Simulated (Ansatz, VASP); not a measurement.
# CdTe: VASP beside Ansatz

```
CELL_PARAMETERS angstrom
0.00000 3.20500 3.20500
3.20500 0.00000 3.20500
3.20500 3.20500 0.00000
ATOMIC_POSITIONS crystal
Te 0.75000 0.75000 0.75000
Cd 0.00000 0.00000 0.00000
```

Alike in both runs: task single point; functional PBE; k mesh 4 × 4 × 4; occupations fermi-dirac, width 0.03 eV; no spin polarisation.

|  | VASP | Ansatz |
| --- | --- | --- |
| version | VASP 6.6.1 | Ansatz 0.2.0 |
| potentials or method | VASP PAW PBE potentials, release 64 (Te, Cd), cutoff 520 eV | all-electron LAPW, scalar-relativistic |

```csv
,VASP,Ansatz,Ansatz less VASP
gap on the k mesh at the Fermi level (eV),0.86,0.86,0.000
least direct gap on the mesh (eV),0.86,0.86,0.000
pressure (GPa),4.7,4.5,-0.14
```

Ansatz ran all-electron here, and VASP with PAW potentials.

The k mesh is coarse, so the values compare programs but aren't converged. Spin-orbit coupling is off throughout.
